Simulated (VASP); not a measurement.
# ZnS (F-43m) in VASP: further runs

Runs on ZnS. Level: PBEsol. Tasks: relaxation of cell and atoms, single point.

All numbers are computed with VASP 6.6.1; they aren't measurements. Logs are shortened: lines on timing, memory, paths and dates and some standing lists are left out, and cuts for length are marked.

**1. The cell of the first run**

Symmetry: F-43m, No. 216, cubic system. The conventional cell has a = 5.356 Å, b = 5.356 Å, c = 5.356 Å, α = 90.00°, β = 90.00°, γ = 90.00°. Zn (site symmetry -43m) has 4 S at 2.32 Å within 3.1 Å. Within 3.1 Å of S (site symmetry -43m) lie 4 Zn at 2.32 Å.

**2. Relaxation of cell and atoms, PBEsol, target pressure 10 GPa, at which the enthalpy is minimised**

INCAR

```
PREC     = Accurate       # precision mode
ENCUT    = 500            # plane-wave cutoff, eV
EDIFF    = 1E-7           # SCF threshold, eV
ISMEAR   = 0              # smearing method
SIGMA    = 0.01           # smearing width, eV
LREAL    = F              # projectors in reciprocal space
LASPH    = T              # aspherical terms in the spheres
NELM     = 120            # most SCF steps
ALGO     = Normal         # electronic algorithm
ISIF     = 3              # what is computed and relaxed
LWAVE    = F              # write WAVECAR
LCHARG   = F              # write CHGCAR
GGA      = PS             # functional
IBRION   = 2              # ionic algorithm
NSW      = 100            # ionic steps
EDIFFG   = -0.002         # ionic threshold
PSTRESS  = 100.0        
GGA_COMPAT= F            
NELMIN   = 4
```

KPOINTS

```
regular mesh
0
Gamma
  8 8 8
```

POSCAR

```
ZnS
1.0
    2.6777696014      2.6777696014      0.0000000000
   -2.6777696014      2.6777696014      0.0000000000
    0.0000000000      2.6777696014      2.6777696014
Zn S
1 1
Direct
    0.7500000000      0.2500000000      0.5000000000
    0.0000000000      0.0000000000      0.0000000000
```

Potentials or basis: VASP PAW PBE potentials, release 64 (Zn, S).

Started as:

```console
$ cat potpaw_PBE.64/Zn/POTCAR potpaw_PBE.64/S/POTCAR > POTCAR
$ mpirun -np 1 vasp_std > vasp.out
```

OUTCAR:

```text
PREC = Accurate
   ENCUT = 500
   EDIFF = 1E-7
   ISMEAR = 0
   LREAL = F
   LASPH = T
   NELM = 120
   ISIF = 3
   GGA = PS
   IBRION = 2
   NSW = 100
   EDIFFG = -0.002
   PSTRESS = 100.0
   NELMIN = 4

 ion  position               nearest neighbor table
   1  0.750  0.250  0.500-   2 2.32   2 2.32   2 2.32   2 2.32
   2  0.000  0.000  0.000-   1 2.32   1 2.32   1 2.32   1 2.32

  LATTYP: Found a face centered cubic cell.
 ALAT       =     5.3555392028

  Lattice vectors:

 A1 = (   0.0000000000,   2.6777696014,   2.6777696014)
 A2 = (   2.6777696014,   0.0000000000,   2.6777696014)
 A3 = (   2.6777696014,   2.6777696014,   0.0000000000)

Analysis of symmetry for initial positions (statically):
=====================================================================
 Subroutine PRICEL returns:
 Original cell was already a primitive cell.

 Routine SETGRP: Setting up the symmetry group for a
 face centered cubic supercell.

 Subroutine GETGRP returns: Found 24 space group operations
 (whereof 24 operations were pure point group operations)
 out of a pool of 48 trial point group operations.

The static configuration has the point symmetry T_d .

Analysis of symmetry for dynamics (positions and initial velocities):
=====================================================================
 Subroutine PRICEL returns:
 Original cell was already a primitive cell.

 Routine SETGRP: Setting up the symmetry group for a
 face centered cubic supercell.

 Subroutine GETGRP returns: Found 24 space group operations
 (whereof 24 operations were pure point group operations)
 out of a pool of 48 trial point group operations.

The dynamic configuration has the point symmetry T_d .

 Subroutine INISYM returns: Found 24 space group operations
 (whereof 24 operations are pure point group operations),
 and found     1 'primitive' translations

----------------------------------------------------------------------------------------

                                     Primitive cell

  volume of cell :      38.4016

  direct lattice vectors                    reciprocal lattice vectors
     2.677769601  2.677769601  0.000000000     0.186722562  0.186722562 -0.186722562
    -2.677769601  2.677769601  0.000000000    -0.186722562  0.186722562 -0.186722562
     0.000000000  2.677769601  2.677769601     0.000000000  0.000000000  0.373445124

  length of vectors
     3.786938087  3.786938087  3.786938087     0.323412964  0.323412964  0.373445124

  position of ions in fractional coordinates (direct lattice)
     0.750000000  0.250000000  0.500000000
     0.000000000  0.000000000  0.000000000

  ion indices of the primitive-cell ions
[... 66 lines left out ...]
   PREC   = accura    normal or accurate (medium, high low for compatibility)
   ISTART =      0    job   : 0-new  1-cont  2-samecut
   ICHARG =      2    charge: 1-file 2-atom 10-const
   ISPIN  =      1    spin polarized calculation?
   LNONCOLLINEAR =      F non collinear calculations
   LSORBIT =      F    spin-orbit coupling
   LASPH  =      T    aspherical Exc in radial PAW
   ENCUT  =  500.0 eV  36.75 Ry    6.06 a.u.   6.90  6.90  6.90*2*pi/ulx,y,z
   NELM   =    120;   NELMIN=  4; NELMDL= -5     # of ELM steps
   EDIFF  = 0.1E-06   stopping-criterion for ELM
   LREAL  =      F    real-space projection
   EDIFFG = -.2E-02   stopping-criterion for IOM
   NSW    =    100    number of steps for IOM
   IBRION =      2    ionic relax: 0-MD 1-quasi-New 2-CG
   NFREE  =      1    steps in history (QN), initial steepest desc. (CG)
   ISIF   =      3    stress and relaxation
   ISYM   =      2    0-nonsym 1-usesym 2-fastsym
   POTIM  = 0.5000    time-step for ionic-motion
   TEBEG  =    0.0;   TEEND  =   0.0 temperature during run
   PSTRESS=  100.0 pullay stress
   NELECT =      18.0000    total number of electrons
   NUPDOWN=      -1.0000    fix difference up-down
   EMIN   =  10.00;   EMAX   =-10.00  energy-range for DOS
   EFERMI =   0.00;   METHOD = LEGACY
   ISMEAR =     0;   SIGMA  =   0.01  broadening in eV -4-tet -1-fermi 0-gaus
   EFERMI_NEDOS =   21; number of points for ismear=-14 and -15
   IALGO  =     38    algorithm
   IMIX   =      4    mixing-type and parameters
     AMIX     =   0.40;   BMIX     =  1.00
     AMIX_MAG =   1.60;   BMIX_MAG =  1.00
  volume/ion in A,a.u.               =      19.20       129.57
  Fermi-wavevector in a.u.,A,eV,Ry     =   1.271694  2.403152 22.003402  1.617204
  Thomas-Fermi vector in A             =   2.404613
   LORBIT       =      0    0 simple, 1 ext, 2 COOP (PROOUT), +10 PAW based schemes
   GGA     = PS    functional components
   LHFCALC =     F    Hartree Fock is set to
   AEXX    =    0.0000 exact exchange contribution
   IVDW    =     0    specifies the selected vdW correction
   LEPSILON=     F    determine dielectric tensor
   LRPA    =     F    only Hartree local field effects (RPA)
 conjugate gradient relaxation of ions
 non-spin polarized calculation
 Gauss-broadening in eV      SIGMA  =   0.01
  energy-cutoff  :      500.00
  volume of cell :       38.40
 maximum number of plane-waves:       992
   NGX = 13   NGY = 13   NGZ = 13

--------------------------------------- Ionic step        1  -------------------------------------------

 number of electron      18.0000016 magnetization

 Free energy of the ion-electron system (eV)
  ---------------------------------------------------
  ext. energy  EPLUGINS =         0.00000000
  ---------------------------------------------------
  free energy    TOTEN  =        -7.58836631 eV

  energy without entropy =       -7.58836631  energy(sigma->0) =       -7.58836631

 E-fermi :   2.3843     XC(G=0):  -9.9770

 val. band max:        2.2699043526   @ k =   0.0000   0.0000   0.0000
 cond. band min:       4.3648520276   @ k =   0.0000   0.0000   0.0000
 fundamental gap:      2.0949476750
 Fermi energy:         2.3842844545

 k-point     1 :       0.0000    0.0000    0.0000
  band No.  band energies     occupation
      1     -11.0787      2.00000
      2      -4.2154      2.00000
      3      -4.2154      2.00000
      4      -4.2154      2.00000
      5      -3.6838      2.00000
      6      -3.6838      2.00000
      7       2.2699      2.00000
      8       2.2699      2.00000
      9       2.2699      2.00000
     10       4.3649      0.00000
     11       8.5575      0.00000
     12       8.5575      0.00000
     13       8.5575      0.00000
[... 557 lines left out ...]
--------------------------------------- Ionic step        6  -------------------------------------------

 number of electron      17.9999986 magnetization

 Free energy of the ion-electron system (eV)
  ---------------------------------------------------
  ext. energy  EPLUGINS =         0.00000000
  ---------------------------------------------------
  free energy    TOTEN  =        -7.48265442 eV

  energy without entropy =       -7.48265442  energy(sigma->0) =       -7.48265442

 E-fermi :   3.3883     XC(G=0): -10.4502

 val. band max:        3.2771965912   @ k =   0.0000   0.0000   0.0000
 cond. band min:       5.8147769351   @ k =   0.0000   0.0000   0.0000
 fundamental gap:      2.5375803439
 Fermi energy:         3.3883356361

 k-point     1 :       0.0000    0.0000    0.0000
  band No.  band energies     occupation
      1     -10.8439      2.00000
      2      -3.6960      2.00000
      3      -3.6960      2.00000
      4      -3.6960      2.00000
      5      -3.0378      2.00000
      6      -3.0378      2.00000
      7       3.2772      2.00000
      8       3.2772      2.00000
      9       3.2772      2.00000
     10       5.8148      0.00000
     11       9.4606      0.00000
     12       9.4606      0.00000
     13       9.4606      0.00000
[... 401 lines left out ...]
  energy  without entropy=       -7.4826544239  energy(sigma->0) =       -7.48265442

  enthalpy is  TOTEN    =        -5.3104296654 eV   P V=        2.1722247585

 reached required accuracy - stopping structural energy minimisation
```

Wall time 52 s (1 thread of Intel Xeon Platinum 8559C (Emerald Rapids), shared host); peak memory 0.16 GiB.

What came out:

| Property | Result |
| --- | --- |
| Free energy | -7.4827 eV |
| Relaxed volume | 17.40 Å³/atom |
| Relaxed cell | a = 3.665 Å, b = 3.665 Å, c = 3.665 Å, α = 60.00°, β = 60.00°, γ = 90.00° |
| Space group after relaxing (to 0.05 Å) | F-43m (No. 216) |
| Energy change on relaxing (the enthalpy is what falls) | +52.9 meV/atom |
| Ionic steps | 6 |
| Pressure after relaxing | 10.0 GPa |
| Band gap on the k mesh | 2.54 eV, direct |

The path:
```tsv
step	energy change (eV)	largest force (eV/Å)	pressure (GPa)	volume (Å³)
1	0.0000	0.0000	0.24	38.40
2	0.3442	0.0000	20.68	32.26
3	0.1036	0.0000	9.90	34.84
4	0.1079	0.0000	10.13	34.77
5	0.1038	0.0000	9.90	34.83
6	0.1057	0.0000	10.00	34.80
```

Final structure:
```
Zn S
1.0
     2.59136    2.59136    0.00000
    -2.59136    2.59136    0.00000
     0.00000    2.59136    2.59136
Zn S
1 1
Direct
  0.75000 0.25000 0.50000
  0.00000 0.00000 0.00000
```

Caveat: the cell is relaxed towards a set pressure, so the enthalpy falls and the energy may rise; the PAW data sets were made with another functional, which shifts forces and pressure a little.

**3. Relaxation of cell and atoms, PBEsol, target pressure 15 GPa, at which the enthalpy is minimised**

INCAR

```
PREC = Accurate ; ENCUT = 500
EDIFF = 1E-7 ; ISMEAR = 0
SIGMA = 0.01 ; LREAL = F
LASPH = T ; NELM = 120
ALGO = Normal ; ISIF = 3
LWAVE = F ; LCHARG = F
GGA = PS ; IBRION = 2
NSW = 100 ; EDIFFG = -0.002
PSTRESS = 150.0 ; GGA_COMPAT = F
NELMIN = 4
```

KPOINTS is that of step 2.

POSCAR is that of step 2.

Potentials or basis: VASP PAW PBE potentials, release 64 (Zn, S).

Started as:

```console
$ cat potpaw_PBE.64/Zn/POTCAR potpaw_PBE.64/S/POTCAR > POTCAR
$ mpirun -np 1 vasp_std > vasp.out
```

Run time: 58 s. Hardware: 1 thread of Intel Xeon Platinum 8559C (Emerald Rapids), shared host; peak memory 0.16 GiB.

It converged, with:

```yaml
Free_energy: -7.3811 eV
Relaxed_volume: 16.75 Å³/atom
Relaxed_cell: a = 3.618 Å, b = 3.618 Å, c = 3.618 Å, α = 60.00°, β = 60.00°, γ = 90.00°
Space_group_after_relaxing_to_0.05_Å: F-43m (No. 216)
Energy_change_on_relaxing_the_enthalpy_is_what_falls: +103.6 meV/atom
Ionic_steps: 7
Pressure_after_relaxing: 15.0 GPa
Band_gap_on_the_k_mesh: 2.72 eV, direct
```

The path:
```
step  energy change (eV)  largest force (eV/Å)  pressure (GPa)  volume (Å³)
   1              0.0000                0.0000            0.24        38.40
   2              0.8666                0.0000           38.84        29.38
   3              0.1971                0.0000           14.54        33.60
   4              0.2060                0.0000           14.96        33.51
   5              0.2148                0.0000           15.35        33.41
   6              0.1998                0.0000           14.67        33.57
   7              0.2072                0.0000           15.01        33.49
```

Final structure:
```xyz
2
Lattice="2.5585 2.5585 0.0000 -2.5585 2.5585 0.0000 0.0000 2.5585 2.5585" Properties=species:S:1:pos:R:3 pbc="T T T"
Zn    1.2792    3.8377    1.2792
S     0.0000    0.0000    0.0000
```

Levels at points of the mesh, in eV from the valence-band top:
```csv
k point,band 6,band 7,band 8,band 9,band 10,band 11,band 12,band 13
"(0.00, 0.00, 0.00)",-6.48,0.00,0.00,0.00,2.72,6.13,6.13,6.13
"(0.50, 0.00, 0.00)",-6.44,-6.17,-1.14,-1.14,3.48,6.68,6.68,9.22
"(0.50, 0.50, 0.00)",-6.21,-5.30,-2.91,-2.91,2.82,3.83,12.12,13.01
```

Caveat: the cell is relaxed towards a set pressure, so the enthalpy falls and the energy may rise; the PAW data sets were made with another functional, which shifts forces and pressure a little.

**4. Single point, PBEsol**

INCAR

```
SYSTEM = ZnS
PREC = Accurate
ENCUT = 500
EDIFF = 1E-6
ISMEAR = -1
SIGMA = 0.08
LREAL = .False.
LASPH = .True.
NELM = 120
ALGO = Normal
ISIF = 2
LWAVE = .False.
LCHARG = .True.
GGA = PS
LELF = .True.
LVHAR = .True.
NBANDS = 16
GGA_COMPAT = .False.
```

KPOINTS

```
regular mesh
0
Gamma
  12 12 12
  0 0 0
```

POSCAR

```
ZnS
1.0
    2.6777696015      2.6777696015      0.0000000000
   -2.6777696015      2.6777696015      0.0000000000
    0.0000000000      2.6777696015      2.6777696015
Zn S
1 1
Direct
    0.7500000000      0.2500000000      0.5000000000
    0.0000000000      0.0000000000      0.0000000000
```

Started as:

```console
$ cat potpaw_PBE.64/Zn/POTCAR potpaw_PBE.64/S/POTCAR > POTCAR
$ mpirun -np 1 vasp_std > vasp.out
```

Wall time 24 s (1 thread of Intel Xeon Platinum 8559C (Emerald Rapids), shared host); peak memory 0.17 GiB.

It converged, with:

```
Free energy            : -7.5887 eV
Pressure               : 0.2 GPa
Band gap on the k mesh : 2.10 eV, direct
```

Levels at points of the mesh, in eV from the valence-band top:
| k point | band 7 | band 8 | band 9 | band 10 | band 11 | band 12 |
| --- | --- | --- | --- | --- | --- | --- |
| (0.00, 0.00, 0.00) | 0.00 | 0.00 | 0.00 | 2.09 | 6.29 | 6.29 |
| (0.50, 0.00, 0.00) | -5.54 | -0.92 | -0.92 | 3.25 | 6.82 | 6.82 |
| (0.50, 0.50, 0.00) | -4.71 | -2.35 | -2.35 | 3.18 | 3.96 | 11.03 |

Caveat: the PAW data sets were made with another functional, which shifts forces and pressure a little. A k mesh can miss the band edges.

**5. The runs side by side**

| task | cell | k mesh | smearing | gap on the mesh (eV) | pressure (GPa) |
| --- | --- | --- | --- | --- | --- |
| relaxation of cell and atoms | relaxed to 10 GPa from a = 3.787 Å, angles 60.0, 60.0, 90.0°, 2 atoms | 8 × 8 × 8 | gaussian 0.01 eV | 2.54 | 10.0 |
| relaxation of cell and atoms | relaxed to 15 GPa from a = 3.787 Å, angles 60.0, 60.0, 90.0°, 2 atoms | 8 × 8 × 8 | gaussian 0.01 eV | 2.72 | 15.0 |
| single point | a = 3.787 Å, angles 60.0, 60.0, 90.0°, 2 atoms | 12 × 12 × 12 | fermi-dirac 0.08 eV | 2.10 | 0.2 |

Alike in all rows: level PBEsol; potentials or basis VASP PAW PBE potentials, release 64 (Zn, S); no spin polarisation; cutoff (eV) 500.

Caveats: the PAW data sets were made with another functional, which shifts forces and pressure a little; the cell is relaxed towards a set pressure, so the enthalpy falls and the energy may rise (some runs).

Absolute energies hang on the potentials; compare differences alone.
